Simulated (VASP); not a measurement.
# NbH2 (Fm-3m) in VASP: vibrations by perturbation theory with PBEsol

Aim: the vibrations by perturbation theory of NbH2 with PBEsol.

All numbers are computed with VASP 6.6.1; they aren't measurements. Logs are shortened: lines on timing, memory, paths and dates and some standing lists are left out, and cuts for length are marked.

**1. The cell of the first run**

Symmetry: Fm-3m, No. 225, cubic system. The conventional cell has a = 4.521 Å, b = 4.521 Å, c = 4.521 Å, α = 90.00°, β = 90.00°, γ = 90.00°. Nb (site symmetry m-3m) has 8 H at 1.96 Å within 2.6 Å. H (site symmetry -43m) has 4 Nb at 1.96 Å and 6 H at 2.26 Å within 2.6 Å.

**2. Vibrations by perturbation theory, PBEsol**

Input file INCAR:

```
PREC = Accurate ; ENCUT = 520
EDIFF = 1E-8 ; ISMEAR = -1
SIGMA = 0.15 ; LREAL = False
LASPH = True ; NELM = 80
ALGO = Normal ; ISIF = 2
LWAVE = False ; LCHARG = False
GGA = PS ; IBRION = 8
NSW = 1
```

Input file KPOINTS:

```
Automatic mesh
0
Gamma
  16 16 16
```

Input file POSCAR:

```
NbH2
1.0
    0.0000000000      2.2603198957      2.2603198957
    2.2603198957      0.0000000000      2.2603198957
    2.2603198957      2.2603198957      0.0000000000
Nb H
1 2
Direct
    0.0000000000      0.0000000000      0.0000000000
    0.2500000000      0.2500000000      0.2500000000
    0.7500000000      0.7500000000      0.7500000000
```

Potentials or basis: VASP PAW PBE potentials, release 64 (Nb_sv, H).

Command:

```sh
$ cat potpaw_PBE.64/Nb_sv/POTCAR potpaw_PBE.64/H/POTCAR > POTCAR
$ mpirun -np 1 vasp_std > vasp.out
```

OUTCAR:

```text
PREC = Accurate
   ENCUT = 520
   EDIFF = 1E-8
   ISMEAR = -1
   LREAL = False
   LASPH = True
   NELM = 80
   ISIF = 2
   GGA = PS
   IBRION = 8
   NSW = 1

 ion  position               nearest neighbor table
   1  0.000  0.000  0.000-   3 1.96   3 1.96   3 1.96   2 1.96   2 1.96   2 1.96   3 1.96   2 1.96

   2  0.250  0.250  0.250-   1 1.96   1 1.96   1 1.96   1 1.96
   3  0.750  0.750  0.750-   1 1.96   1 1.96   1 1.96   1 1.96

  LATTYP: Found a face centered cubic cell.
 ALAT       =     4.5206397914

  Lattice vectors:

 A1 = (   0.0000000000,   2.2603198957,   2.2603198957)
 A2 = (   2.2603198957,   0.0000000000,   2.2603198957)
 A3 = (   2.2603198957,   2.2603198957,   0.0000000000)

Analysis of symmetry for initial positions (statically):
=====================================================================
 Subroutine PRICEL returns:
 Original cell was already a primitive cell.

 Routine SETGRP: Setting up the symmetry group for a
 face centered cubic supercell.

 Subroutine GETGRP returns: Found 48 space group operations
 (whereof 48 operations were pure point group operations)
 out of a pool of 48 trial point group operations.

The static configuration has the point symmetry O_h .

Analysis of symmetry for dynamics (positions and initial velocities):
=====================================================================
 Subroutine PRICEL returns:
 Original cell was already a primitive cell.

 Routine SETGRP: Setting up the symmetry group for a
 face centered cubic supercell.

 Subroutine GETGRP returns: Found 48 space group operations
 (whereof 48 operations were pure point group operations)
 out of a pool of 48 trial point group operations.

The dynamic configuration has the point symmetry O_h .

 Subroutine INISYM returns: Found 48 space group operations
 (whereof 48 operations are pure point group operations),
 and found     1 'primitive' translations

----------------------------------------------------------------------------------------

                                     Primitive cell

  volume of cell :      23.0962

  direct lattice vectors                    reciprocal lattice vectors
     0.000000000  2.260319896  2.260319896    -0.221207627  0.221207627  0.221207627
     2.260319896  0.000000000  2.260319896     0.221207627 -0.221207627  0.221207627
     2.260319896  2.260319896  0.000000000     0.221207627  0.221207627 -0.221207627

  length of vectors
     3.196575052  3.196575052  3.196575052     0.383142849  0.383142849  0.383142849

  position of ions in fractional coordinates (direct lattice)
     0.000000000  0.000000000  0.000000000
     0.250000000  0.250000000  0.250000000
     0.750000000  0.750000000  0.750000000

  ion indices of the primitive-cell ions
   primitive index   ion index
                 1           1
                 2           2
                 3           3

----------------------------------------------------------------------------------------

 KPOINTS: Automatic mesh

Automatic generation of k-mesh.
 Grid dimensions read from file:
 generate k-points for:   16   16   16

 Generating k-lattice:

  Cartesian coordinates                     Fractional coordinates (reciprocal lattice)
    -0.013825477  0.013825477  0.013825477     0.062500000  0.000000000  0.000000000
     0.013825477 -0.013825477  0.013825477     0.000000000  0.062500000  0.000000000
     0.013825477  0.013825477 -0.013825477     0.000000000  0.000000000  0.062500000

  Length of vectors
     0.023946428  0.023946428  0.023946428

  Shift w.r.t. Gamma in fractional coordinates (k-lattice)
     0.000000000  0.000000000  0.000000000

 Subroutine IBZKPT returns following result:
 ===========================================

 Found    145 irreducible k-points:

 Following reciprocal coordinates:
            Coordinates               Weight
  0.000000  0.000000  0.000000      1.000000
  0.062500  0.000000  0.000000      8.000000
  0.125000  0.000000  0.000000      8.000000
  0.187500  0.000000  0.000000      8.000000
  0.250000  0.000000  0.000000      8.000000
  0.312500  0.000000  0.000000      8.000000
[... 16 lines left out ...]
 -0.125000  0.062500  0.000000     24.000000
 -0.062500  0.062500  0.000000     12.000000
[... 32 lines left out ...]
   EMIN   =  10.00;   EMAX   =-10.00  energy-range for DOS
   EFERMI =   0.00;   METHOD = LEGACY
   ISMEAR =    -1;   SIGMA  =   0.15  broadening in eV -4-tet -1-fermi 0-gaus
   EFERMI_NEDOS =   21; number of points for ismear=-14 and -15
   IALGO  =     38    algorithm
   IMIX   =      4    mixing-type and parameters
     AMIX     =   0.40;   BMIX     =  1.00
     AMIX_MAG =   1.60;   BMIX_MAG =  1.00
  volume/ion in A,a.u.               =       7.70        51.95
  Fermi-wavevector in a.u.,A,eV,Ry     =   1.417725  2.679112 27.346952  2.009944
  Thomas-Fermi vector in A             =   2.538925
   LORBIT       =      0    0 simple, 1 ext, 2 COOP (PROOUT), +10 PAW based schemes
   GGA     = PS    functional components
   LHFCALC =     F    Hartree Fock is set to
   AEXX    =    0.0000 exact exchange contribution
   IVDW    =     0    specifies the selected vdW correction
   LEPSILON=     F    determine dielectric tensor
   LRPA    =     F    only Hartree local field effects (RPA)
 non-spin polarized calculation
  energy-cutoff  :      520.00
  volume of cell :       23.10
 maximum number of plane-waves:       636
   NGX = 11   NGY = 11   NGZ = 11

--------------------------------------- Ionic step        1  -------------------------------------------

 number of electron      14.9999998 magnetization

 Free energy of the ion-electron system (eV)
  ---------------------------------------------------
  ext. energy  EPLUGINS =         0.00000000
  ---------------------------------------------------
  free energy    TOTEN  =       -18.53832481 eV

  energy without entropy =      -18.46245213  energy(sigma->0) =      -18.50038847

 E-fermi :  10.1726     XC(G=0): -12.3007

 val. band max:       10.1296130030   @ k =   0.5000   0.2500   0.1250
 cond. band min:      10.1942184186   @ k =  -0.2500   0.2500   0.0625
 fundamental gap:      0.0646054156
 Fermi energy:        10.1725914160

 k-point     1 :       0.0000    0.0000    0.0000
  band No.  band energies     occupation
      1     -45.0841      2.00000
      2     -20.8572      2.00000
      3     -20.8572      2.00000
      4     -20.8572      2.00000
      5      -0.6406      2.00000
      6       8.7853      1.99981
      7       8.7853      1.99981
      8       8.7853      1.99981
      9       9.0868      1.99856
     10      11.5139      0.00026
     11      11.5139      0.00026
[... 309 lines left out ...]
 k-point    24 :      -0.0625    0.0625    0.0000
  band No.  band energies     occupation
      1     -45.0745      2.00000
      2     -20.9312      2.00000
      3     -20.8771      2.00000
      4     -20.8623      2.00000
      5      -0.3480      2.00000
      6       6.9483      2.00000
      7       8.9270      1.99950
      8       8.9512      1.99942
      9      11.2713      0.00132
     10      11.2722      0.00131
     11      11.5084      0.00027

 [... further k-points ...]

------------------------ aborting loop because EDIFF is reached ----------------------------------------

  FORCE on cell =-STRESS in cart. coord.  units (eV):
  Direction    XX          YY          ZZ          XY          YZ          ZX
  --------------------------------------------------------------------------------------
  -------------------------------------------------------------------------------------
  Total       -0.0657997     -0.0657997     -0.0657997      0.0000000     -0.0000000      0.0000000
  in kB       -4.5645185     -4.5645185     -4.5645185      0.0000000     -0.0000000      0.0000000
  external PRESSURE =      -4.5645185 kB  Pullay stress =       0.0000000 kB

 VOLUME and BASIS-vectors are now :
 -----------------------------------------------------------------------------
  energy-cutoff  :      520.00
  volume of cell :       23.10
      direct lattice vectors                 reciprocal lattice vectors
     0.000000000  2.260319896  2.260319896    -0.221207627  0.221207627  0.221207627
     2.260319896  0.000000000  2.260319896     0.221207627 -0.221207627  0.221207627
     2.260319896  2.260319896  0.000000000     0.221207627  0.221207627 -0.221207627

 POSITION                                       TOTAL-FORCE (eV/Angst)
 -----------------------------------------------------------------------------------
      0.00000      0.00000      0.00000         0.000000     -0.000000      0.000000
      1.13016      1.13016      1.13016         0.000000      0.000000     -0.000000
      3.39048      3.39048      3.39048        -0.000000      0.000000      0.000000
 -----------------------------------------------------------------------------------
    total drift:                               -0.000000      0.000000      0.000000

  FREE ENERGIE OF THE ION-ELECTRON SYSTEM (eV)
  ---------------------------------------------------
  free  energy   TOTEN  =       -18.5383248062 eV

  energy  without entropy=      -18.4624521332  energy(sigma->0) =      -18.50038847

[... ionic steps 2 to 3 ...]

--------------------------------------- Ionic step        4  -------------------------------------------

------------------------ aborting loop because EDIFF is reached ----------------------------------------

[... ionic steps 5 to 6 ...]

--------------------------------------- Ionic step        7  -------------------------------------------

 Free energy of the ion-electron system (eV)
  ---------------------------------------------------
  ---------------------------------------------------
  free energy    TOTEN  =        -0.01701817 eV

  energy without entropy =       -0.01701817

------------------------ aborting loop because EDIFF is reached ----------------------------------------

 INTERNAL STRAIN TENSOR  FOR ION    2  DIRECTION 1   (eV/Angst):
 -----------------------------------------------------------------------------
    -0.00142  0.00000  0.00000
     0.00000  0.00053 -5.12090
     0.00000 -5.12090  0.00053

 INTERNAL STRAIN TENSOR FOR ION    3 for displacements in x,y,z  (eV/Angst):
          X           Y           Z          XY          YZ          ZX
  --------------------------------------------------------------------------------
  x    -0.00000     0.00000     0.00000     0.00000     5.12090     0.00000
  y     0.00000    -0.00000     0.00000     0.00000     0.00000     5.12090
  z     0.00000     0.00000    -0.00000     5.12090     0.00000     0.00000

 SECOND DERIVATIVES (NOT SYMMETRIZED)
 ------------------------------------
               1X          1Y          1Z          2X          2Y          2Z          3X          3Y          3Z
  1X    -9.149358    0.000000    0.000000    4.574679    0.000000    0.000000    4.574679    0.000000    0.000000
  1Y     0.000000   -9.149358    0.000000    0.000000    4.574679    0.000000    0.000000    4.574679    0.000000
  1Z     0.000000    0.000000   -9.149358    0.000000    0.000000    4.574679    0.000000    0.000000    4.574679
  2X     4.482202    0.000000    0.000000   -5.342555    0.000000    0.000000    0.860352    0.000000    0.000000
  2Y     0.000000    4.482202    0.000000    0.000000   -5.342555    0.000000    0.000000    0.860352   -0.000000
  2Z     0.000000    0.000000    4.482202    0.000000    0.000000   -5.342555    0.000000   -0.000000    0.860352
  3X     4.482202    0.000000    0.000000    0.860352    0.000000    0.000000   -5.342555    0.000000    0.000000
  3Y     0.000000    4.482202    0.000000    0.000000    0.860352   -0.000000    0.000000   -5.342555    0.000000
  3Z     0.000000    0.000000    4.482202    0.000000   -0.000000    0.860352    0.000000    0.000000   -5.342555

 Eigenvectors and eigenvalues of the dynamical matrix
 ----------------------------------------------------

   1 f  =   38.935733 THz   244.640423 2PiTHz 1298.756243 cm-1   161.025179 meV
             X         Y         Z           dx          dy          dz
      0.000000  0.000000  0.000000    -0.000000    0.000000   -0.000000
      1.130160  1.130160  1.130160    -0.702808   -0.077848   -0.000000
      3.390480  3.390480  3.390480     0.702808    0.077848   -0.000000
[... 43 lines left out ...]
   9 f/i=    0.049553 THz     0.311352 2PiTHz    1.652917 cm-1     0.204936 meV
             X         Y         Z           dx          dy          dz
      0.000000  0.000000  0.000000    -0.733672   -0.663494    0.000000
      1.130160  1.130160  1.130160    -0.076900   -0.069544    0.000000
      3.390480  3.390480  3.390480    -0.076900   -0.069544    0.000000

--------------------------------------------------------------------------------------------------------

 ELASTIC MODULI CONTR FROM IONIC RELAXATION (kBar)
 Direction    XX          YY          ZZ          XY          YZ          ZX
 --------------------------------------------------------------------------------
 XX          -0.0000      0.0000      0.0000     -0.0000      0.0000     -0.0000
 YY           0.0000     -0.0000      0.0000     -0.0000     -0.0000      0.0000
 ZZ           0.0000      0.0000     -0.0000      0.0000     -0.0000     -0.0000
 XY          -0.0000     -0.0000      0.0000   -586.5396      0.0000      0.0000
 YZ           0.0000     -0.0000     -0.0000      0.0000   -586.5396      0.0000
 ZX          -0.0000      0.0000     -0.0000      0.0000      0.0000   -586.5396
 --------------------------------------------------------------------------------
```

Wall time 2.5 min (1 thread of Intel Xeon 6975P-C (Granite Rapids), shared host); peak memory 0.44 GiB.

Results:

```yaml
Highest_phonon_frequency_at_Γ: 1299 cm⁻¹
```

Phonon frequencies in cm⁻¹ (negative: imaginary):
| q point | frequencies |
| --- | --- |
| (0.000, 0.000, 0.000) | -2 -2 -2 1116 1116 1116 1299 1299 1299 |

Caveat: the PAW data sets were made with another functional, which shifts forces and pressure a little.
